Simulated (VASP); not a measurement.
A run of VASP 6.6.1:

Contents of POSCAR:

```
ZnS
1.0
    0.0000000000      2.5016064329      2.5016064329
    2.5016064329      0.0000000000      2.5016064329
    2.5016064329      2.5016064329      0.0000000000
Zn S
1 1
Direct
    0.2500000000      0.2500000000      0.2500000000
    0.0000000000      0.0000000000      0.0000000000
```

Contents of INCAR.step1:

```
SYSTEM = ZnS
  PREC = Accurate
  ENCUT = 520
  ISMEAR = 0
  SIGMA = 0.05
  LREAL = .FALSE.
  LASPH = .TRUE.
  NELM = 100
  NBANDS = 16
  GGA = PE
  ALGO = Normal
  EDIFF = 1E-4
  LWAVE = .TRUE.
  LCHARG = .FALSE.
```

File INCAR.step2:

```
SYSTEM = ZnS
  PREC = Accurate
  ENCUT = 520
  EDIFF = 1E-7
  ISMEAR = 0
  SIGMA = 0.05
  LREAL = .FALSE.
  LASPH = .TRUE.
  NELM = 100
  ALGO = Normal
  ISIF = 2
  LWAVE = .FALSE.
  LCHARG = .FALSE.
  METAGGA = R2SCAN
  LMIXTAU = .TRUE.
  NBANDS = 16
  ISTART = 1
```

The input KPOINTS:

```
Automatic mesh
0
G
  8 8 8
  0 0 0
```

Potentials or basis: VASP PAW PBE potentials, release 64 (Zn, S).

Launch:

```bash
$ cat potpaw_PBE.64/Zn/POTCAR potpaw_PBE.64/S/POTCAR > POTCAR
$ cp INCAR.step1 INCAR
$ mpirun -np 1 vasp_std > vasp.out
$ cp INCAR.step2 INCAR
$ mpirun -np 1 vasp_std > vasp.out
```

Hardware: 1 thread of Intel(R) Xeon(R) Platinum 8259CL CPU @ 2.50GHz (Skylake/Cascade Lake), with other jobs on the host.

**Question.** How long does it take, and how much memory?

**Answer.** It took 76 s on 1 thread of Intel(R) Xeon(R) Platinum 8259CL CPU @ 2.50GHz (Skylake/Cascade Lake), with other jobs on the host, peak memory 0.17 GiB. Counts: k points 29.
